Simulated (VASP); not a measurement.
Input of a VASP 6.6.1 run:

File INCAR:

```
SYSTEM = Sb
  PREC = Accurate
  ENCUT = 520
  EDIFF = 1E-6
  ISMEAR = -1
  SIGMA = 0.03
  LREAL = .False.
  LASPH = .True.
  NELM = 100
  ALGO = Normal
  ISIF = 2
  LWAVE = .False.
  LCHARG = .False.
  GGA = PS
  NBANDS = 8
```

The input KPOINTS:

```
regular mesh
0
Gamma
  14 14 14
  0 0 0
```

The input POSCAR:

```
Sb
1.0
    0.0000000000      2.2738475325      2.2738475325
    2.2738475325      0.0000000000      2.2738475325
    2.2738475325      2.2738475325      0.0000000000
Sb
1
Direct
    0.0000000000      0.0000000000      0.0000000000
```

Potentials or basis: VASP PAW PBE potentials, release 64 (Sb).

Launch:

```console
$ cat potpaw_PBE.64/Sb/POTCAR > POTCAR
$ mpirun -np 1 vasp_std > vasp.out
```

Problem. What does it give for the pressure?

Solution. 9.3 GPa.

Caveat: the PAW data sets were made with another functional, which shifts forces and pressure a little.
